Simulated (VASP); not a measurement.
# LiCl in VASP: notebook

LiCl is run at these levels: r2SCAN; tasks: single point.

All numbers are computed with VASP 6.6.1; they aren't measurements. Logs are shortened: lines on timing, memory, paths and dates and some standing lists are left out, and cuts for length are marked.

### 1 The cell of the first run

The structure is tetragonal, space group P4/mmm (No. 123). Conventional cell: a = 3.271 Å, b = 3.271 Å, c = 3.406 Å, α = 90.00°, β = 90.00°, γ = 90.00°. Within 3.8 Å of Li (site symmetry 4/mmm) lie 8 Cl at 2.87 Å and 6 Li at 3.27 to 3.41 Å. Within 3.8 Å of Cl (site symmetry 4/mmm) lie 8 Li at 2.87 Å and 6 Cl at 3.27 to 3.41 Å.

### 2 Single point, r2SCAN (uniaxial x strain +4.1%)

File POSCAR:

```
LiCl
1.0
    3.4062209270      0.0000000000      0.0000000000
    0.0000000000      3.2711235254      0.0000000000
    0.0000000000      0.0000000000      3.2711235254
Li Cl
1 1
Direct
    0.0000000000      0.0000000000      0.0000000000
    0.5000000000      0.5000000000      0.5000000000
```

File INCAR.step1:

```
SYSTEM = LiCl
  PREC = Accurate
  ENCUT = 520
  ISMEAR = 0
  SIGMA = 0.01
  LREAL = .FALSE.
  LASPH = .TRUE.
  NELM = 80
  NBANDS = 12
  GGA = PE
  ALGO = Normal
  EDIFF = 1E-4
  LWAVE = .TRUE.
  LCHARG = .FALSE.
```

File INCAR.step2:

```
SYSTEM = LiCl
  PREC = Accurate
  ENCUT = 520
  EDIFF = 1E-6
  ISMEAR = 0
  SIGMA = 0.01
  LREAL = .FALSE.
  LASPH = .TRUE.
  NELM = 80
  ALGO = Normal
  ISIF = 2
  LWAVE = .FALSE.
  LCHARG = .TRUE.
  METAGGA = R2SCAN
  LMIXTAU = .TRUE.
  LELF = .TRUE.
  LVHAR = .TRUE.
  NBANDS = 12
  ISTART = 1
```

File KPOINTS:

```
Automatic mesh
0
G
  8 8 8
  0 0 0
```

Potentials or basis: VASP PAW PBE potentials, release 64 (Li_sv, Cl).

Started as:

```
cat potpaw_PBE.64/Li_sv/POTCAR potpaw_PBE.64/Cl/POTCAR > POTCAR
cp INCAR.step1 INCAR
mpirun -np 1 vasp_std > vasp.out
cp INCAR.step2 INCAR
mpirun -np 1 vasp_std > vasp.out
```

OUTCAR:

```text
SYSTEM = LiCl
   PREC = Accurate
   ENCUT = 520
   EDIFF = 1E-6
   ISMEAR = 0
   LREAL = .FALSE.
   LASPH = .TRUE.
   NELM = 80
   ISIF = 2
   METAGGA = R2SCAN
   ISTART = 1

 ion  position               nearest neighbor table
   1  0.000  0.000  0.000-
   2  0.500  0.500  0.500-

  LATTYP: Found a simple tetragonal cell.
 ALAT       =     3.2711235254
 C/A-ratio  =     1.0413000000

  Lattice vectors:

 A1 = (   0.0000000000,   3.2711235254,   0.0000000000)
 A2 = (   0.0000000000,   0.0000000000,   3.2711235254)
 A3 = (   3.4062209270,   0.0000000000,   0.0000000000)

Analysis of symmetry for initial positions (statically):
=====================================================================
 Subroutine PRICEL returns:
 Original cell was already a primitive cell.

 Routine SETGRP: Setting up the symmetry group for a
 simple tetragonal supercell.

 Subroutine GETGRP returns: Found 16 space group operations
 (whereof 16 operations were pure point group operations)
 out of a pool of 16 trial point group operations.

The static configuration has the point symmetry D_4h.

Analysis of symmetry for dynamics (positions and initial velocities):
=====================================================================
 Subroutine PRICEL returns:
 Original cell was already a primitive cell.

 Routine SETGRP: Setting up the symmetry group for a
 simple tetragonal supercell.

 Subroutine GETGRP returns: Found 16 space group operations
 (whereof 16 operations were pure point group operations)
 out of a pool of 16 trial point group operations.

The dynamic configuration has the point symmetry D_4h.

 Subroutine INISYM returns: Found 16 space group operations
 (whereof 16 operations are pure point group operations),
 and found     1 'primitive' translations

----------------------------------------------------------------------------------------

                                     Primitive cell

  volume of cell :      36.4474

  direct lattice vectors                    reciprocal lattice vectors
     3.406220927  0.000000000  0.000000000     0.293580487  0.000000000  0.000000000
     0.000000000  3.271123525  0.000000000     0.000000000  0.305705362  0.000000000
     0.000000000  0.000000000  3.271123525     0.000000000  0.000000000  0.305705362

  length of vectors
     3.406220927  3.271123525  3.271123525     0.293580487  0.305705362  0.305705362

  position of ions in fractional coordinates (direct lattice)
     0.000000000  0.000000000  0.000000000
     0.500000000  0.500000000  0.500000000

  ion indices of the primitive-cell ions
   primitive index   ion index
                 1           1
                 2           2

----------------------------------------------------------------------------------------

 KPOINTS: Automatic mesh

Automatic generation of k-mesh.
 Grid dimensions read from file:
 generate k-points for:    8    8    8

 Generating k-lattice:

  Cartesian coordinates                     Fractional coordinates (reciprocal lattice)
     0.036697561  0.000000000  0.000000000     0.125000000  0.000000000  0.000000000
     0.000000000  0.038213170  0.000000000     0.000000000  0.125000000  0.000000000
     0.000000000  0.000000000  0.038213170     0.000000000  0.000000000  0.125000000

  Length of vectors
     0.036697561  0.038213170  0.038213170

  Shift w.r.t. Gamma in fractional coordinates (k-lattice)
     0.000000000  0.000000000  0.000000000

 Subroutine IBZKPT returns following result:
 ===========================================

 Found     75 irreducible k-points:

 Following reciprocal coordinates:
            Coordinates               Weight
  0.000000  0.000000  0.000000      1.000000
  0.125000  0.000000  0.000000      2.000000
  0.250000  0.000000  0.000000      2.000000
  0.375000  0.000000  0.000000      2.000000
  0.500000  0.000000  0.000000      1.000000
  0.000000  0.125000  0.000000      4.000000
[... 16 lines left out ...]
  0.250000  0.500000  0.000000      4.000000
  0.375000  0.500000  0.000000      4.000000
 [... further k-points ...]
   k-points           NKPTS =     75   k-points in BZ     NKDIM =     75   number of bands    NBANDS=     12
   number of dos      NEDOS =    301   number of ions     NIONS =      2
   total plane-waves  NPLWV =  16128
   dimension x,y,z NGX =    28 NGY =   24 NGZ =   24
   dimension x,y,z NGXF=    56 NGYF=   48 NGZF=   48
   ions per type =               1   1
   NGX,Y,Z   is equivalent  to a cutoff of  13.67, 12.20, 12.20 a.u.
   NGXF,Y,Z  is equivalent  to a cutoff of  27.33, 24.39, 24.39 a.u.
 SYSTEM =  LiCl
   PREC   = accura    normal or accurate (medium, high low for compatibility)
   ISTART =      1    job   : 0-new  1-cont  2-samecut
   ICHARG =      0    charge: 1-file 2-atom 10-const
   ISPIN  =      1    spin polarized calculation?
   LNONCOLLINEAR =      F non collinear calculations
   LSORBIT =      F    spin-orbit coupling
   LASPH  =      T    aspherical Exc in radial PAW
   ENCUT  =  520.0 eV  38.22 Ry    6.18 a.u.   6.33  6.08  6.08*2*pi/ulx,y,z
   NELM   =     80;   NELMIN=  2; NELMDL=  0     # of ELM steps
   EDIFF  = 0.1E-05   stopping-criterion for ELM
   LREAL  =      F    real-space projection
   EDIFFG = 0.1E-04   stopping-criterion for IOM
   NSW    =      0    number of steps for IOM
   IBRION =     -1    ionic relax: 0-MD 1-quasi-New 2-CG
   NFREE  =      0    steps in history (QN), initial steepest desc. (CG)
   ISIF   =      2    stress and relaxation
   ISYM   =      2    0-nonsym 1-usesym 2-fastsym
   POTIM  = 0.5000    time-step for ionic-motion
   TEBEG  =    0.0;   TEEND  =   0.0 temperature during run
   PSTRESS=    0.0 pullay stress
   NELECT =      10.0000    total number of electrons
   NUPDOWN=      -1.0000    fix difference up-down
   EMIN   =  10.00;   EMAX   =-10.00  energy-range for DOS
   EFERMI =   0.00;   METHOD = LEGACY
   ISMEAR =     0;   SIGMA  =   0.01  broadening in eV -4-tet -1-fermi 0-gaus
   EFERMI_NEDOS =   21; number of points for ismear=-14 and -15
   IALGO  =     38    algorithm
   IMIX   =      4    mixing-type and parameters
     AMIX     =   0.40;   BMIX     =  1.00
     AMIX_MAG =   1.60;   BMIX_MAG =  1.00
  volume/ion in A,a.u.               =      18.22       122.98
  Fermi-wavevector in a.u.,A,eV,Ry     =   1.063782  2.010256 15.396787  1.131632
  Thomas-Fermi vector in A             =   2.199278
   LORBIT       =      0    0 simple, 1 ext, 2 COOP (PROOUT), +10 PAW based schemes
   METAGGA = R2SCAN    functional components
   LHFCALC =     F    Hartree Fock is set to
   AEXX    =    0.0000 exact exchange contribution
   IVDW    =     0    specifies the selected vdW correction
   LEPSILON=     F    determine dielectric tensor
   LRPA    =     F    only Hartree local field effects (RPA)
 non-spin polarized calculation
 Gauss-broadening in eV      SIGMA  =   0.01
  energy-cutoff  :      520.00
  volume of cell :       36.45
 maximum number of plane-waves:      1004
 NGX is ok and might be reduce to    28
   NGX = 13   NGY = 13   NGZ = 13

 number of electron      10.0000004 magnetization

 Free energy of the ion-electron system (eV)
  ---------------------------------------------------
  ext. energy  EPLUGINS =         0.00000000
  ---------------------------------------------------
  free energy    TOTEN  =       -11.93974113 eV

  energy without entropy =      -11.93974113  energy(sigma->0) =      -11.93974113

 E-fermi :   1.1574     XC(G=0):  -8.8326

 val. band max:        0.9982570277   @ k =   0.5000   0.5000   0.0000
 cond. band min:       6.0640519165   @ k =   0.0000   0.0000   0.0000
 fundamental gap:      5.0657948887
 Fermi energy:         1.1574174480

 k-point     1 :       0.0000    0.0000    0.0000
  band No.  band energies     occupation
      1     -45.8047      2.00000
      2     -13.7693      2.00000
      3      -0.1907      2.00000
      4       0.2585      2.00000
      5       0.2585      2.00000
      6       6.0641      0.00000
      7      10.1738      0.00000
      8      10.5502      0.00000
      9      14.7598      0.00000
     10      15.2679      0.00000
     11      15.2679      0.00000
     12      18.3337      0.00000

 k-point     2 :       0.1250    0.0000    0.0000
  band No.  band energies     occupation
      1     -45.8045      2.00000
      2     -13.7149      2.00000
      3      -0.7113      2.00000
      4       0.3103      2.00000
      5       0.3103      2.00000
      6       6.4803      0.00000
      7      10.4277      0.00000
      8      10.7217      0.00000
      9      14.5331      0.00000
     10      14.5331      0.00000
     11      14.8789      0.00000
     12      18.9979      0.00000

 k-point     3 :       0.2500    0.0000    0.0000
  band No.  band energies     occupation
      1     -45.8041      2.00000
      2     -13.5780      2.00000
      3      -1.7302      2.00000
      4       0.4400      2.00000
      5       0.4400      2.00000
      6       7.1398      0.00000
      7      10.9018      0.00000
      8      11.2104      0.00000
      9      13.3164      0.00000
     10      13.3164      0.00000
     11      15.7377      0.00000
     12      18.8392      0.00000
[... 286 lines left out ...]
 k-point    23 :       0.2500    0.5000    0.0000
  band No.  band energies     occupation
      1     -45.8018      2.00000
      2     -13.0531      2.00000
      3      -2.6566      2.00000
      4      -1.1398      2.00000
      5       0.8563      2.00000
      6       8.2914      0.00000
      7       9.1367      0.00000
      8      12.0057      0.00000
      9      13.0512      0.00000
     10      13.3130      0.00000
     11      16.6013      0.00000
     12      19.0568      0.00000

 k-point    24 :       0.3750    0.5000    0.0000
  band No.  band energies     occupation
      1     -45.8013      2.00000
      2     -12.9077      2.00000
      3      -2.4791      2.00000
      4      -1.9487      2.00000
      5       0.9558      2.00000
      6       7.2161      0.00000
      7      10.4340      0.00000
      8      11.8574      0.00000
      9      13.1537      0.00000
     10      14.0160      0.00000
     11      15.5401      0.00000
     12      17.1761      0.00000

 [... further k-points ...]
[... 5 lines left out ...]
  --------------------------------------------------------------------------------------
  -------------------------------------------------------------------------------------
  Total       -1.0521149      0.0153092      0.0153092      0.0000000      0.0000000     -0.0000000
  in kB      -46.2495027      0.6729703      0.6729703      0.0000000      0.0000000     -0.0000000
  external PRESSURE =     -14.9678540 kB  Pullay stress =       0.0000000 kB

 VOLUME and BASIS-vectors are now :
 -----------------------------------------------------------------------------
  energy-cutoff  :      520.00
  volume of cell :       36.45
      direct lattice vectors                 reciprocal lattice vectors
     3.406220927  0.000000000  0.000000000     0.293580487  0.000000000  0.000000000
     0.000000000  3.271123525  0.000000000     0.000000000  0.305705362  0.000000000
     0.000000000  0.000000000  3.271123525     0.000000000  0.000000000  0.305705362

 POSITION                                       TOTAL-FORCE (eV/Angst)
 -----------------------------------------------------------------------------------
      0.00000      0.00000      0.00000         0.000000      0.000000      0.000000
      1.70311      1.63556      1.63556         0.000000      0.000000      0.000000
 -----------------------------------------------------------------------------------
    total drift:                                0.000000      0.000000      0.000000

  FREE ENERGIE OF THE ION-ELECTRON SYSTEM (eV)
  ---------------------------------------------------
  free  energy   TOTEN  =       -11.9397411255 eV

  energy  without entropy=      -11.9397411255  energy(sigma->0) =      -11.93974113
```

It took 2.1 min on 1 thread of Intel Xeon 8259CL, shared host; peak memory 0.16 GiB.

Results:

| Item | Value |
| --- | --- |
| Free energy | -11.9397 eV |
| Band gap on the k mesh | 5.07 eV (least direct gap 5.81 eV) |

Caveat: the cell differs from its parent crystal (uniaxial x strain +4.1%); the cutoff is under 1.25 times the usual one of these potentials, so pressure, stress and relaxed cells hold a basis-set (Pulay) error; the PAW data sets were made with another functional, which shifts forces and pressure a little. A k mesh can miss the band edges.

### 3 Single point, r2SCAN (shear xy strain +3.2%)

File POSCAR:

```
LiCl
1.0
    3.2711235254      0.0523379764      0.0000000000
    0.0523379764      3.2711235254      0.0000000000
    0.0000000000      0.0000000000      3.2711235254
Li Cl
1 1
Direct
    0.0000000000      0.0000000000      0.0000000000
    0.5000000000      0.5000000000      0.5000000000
```

File INCAR.step1:

```
SYSTEM = LiCl
PREC = Accurate
ENCUT = 520
ISMEAR = 0
SIGMA = 0.01
LREAL = .False.
LASPH = .True.
NELM = 60
NBANDS = 12
GGA = PE
ALGO = Normal
EDIFF = 1E-4
LWAVE = .True.
LCHARG = .False.
```

File INCAR.step2:

```
SYSTEM = LiCl
PREC = Accurate
ENCUT = 520
EDIFF = 1E-6
ISMEAR = 0
SIGMA = 0.01
LREAL = .False.
LASPH = .True.
NELM = 60
ALGO = Normal
ISIF = 2
LWAVE = .False.
LCHARG = .False.
METAGGA = R2SCAN
LMIXTAU = .True.
NBANDS = 12
ISTART = 1
```

File KPOINTS:

```
Automatic mesh
0
Gamma
  8 8 8
  0 0 0
```

Potentials or basis: VASP PAW PBE potentials, release 64 (Li_sv, Cl).

Started as:

```
cat potpaw_PBE.64/Li_sv/POTCAR potpaw_PBE.64/Cl/POTCAR > POTCAR
cp INCAR.step1 INCAR
mpirun -np 1 vasp_std > vasp.out
cp INCAR.step2 INCAR
mpirun -np 1 vasp_std > vasp.out
```

Run time: 1.8 min. Hardware: 1 thread of Intel Xeon 8259CL, shared host; peak memory 0.16 GiB.

The run converged. Its results:

* Free energy: -11.9644 eV
* Band gap on the k mesh: 5.39 eV (least direct gap 5.97 eV)

Levels at points of the mesh, in eV from the valence-band top:
| k point | band 1 | band 2 | band 3 | band 4 | band 5 | band 6 | band 7 | band 8 | band 9 | band 10 |
| --- | --- | --- | --- | --- | --- | --- | --- | --- | --- | --- |
| (0.00, 0.00, 0.00) | -46.66 | -14.85 | -0.92 | -0.84 | -0.77 | 5.39 | 9.38 | 9.39 | 14.32 | 14.50 |
| (0.50, 0.00, 0.00) | -46.66 | -14.33 | -4.00 | -0.37 | -0.36 | 6.67 | 10.68 | 10.93 | 11.05 | 11.48 |
| (0.50, 0.50, 0.00) | -46.66 | -13.80 | -3.45 | -3.35 | 0.00 | 5.98 | 10.64 | 11.00 | 11.48 | 13.97 |
| (0.00, 0.00, 0.50) | -46.66 | -14.33 | -4.00 | -0.42 | -0.30 | 6.68 | 10.67 | 10.90 | 11.21 | 11.35 |
| (0.50, 0.00, 0.50) | -46.66 | -13.80 | -3.40 | -3.40 | 0.00 | 5.97 | 10.81 | 10.84 | 11.46 | 14.04 |
| (0.50, 0.50, 0.50) | -46.66 | -13.33 | -2.59 | -2.55 | -2.51 | 5.69 | 5.82 | 5.94 | 13.54 | 19.69 |

Caveat: the cell differs from its parent crystal (shear xy strain +3.2%); the cutoff is under 1.25 times the usual one of these potentials, so pressure, stress and relaxed cells hold a basis-set (Pulay) error; the PAW data sets were made with another functional, which shifts forces and pressure a little. A k mesh can miss the band edges.
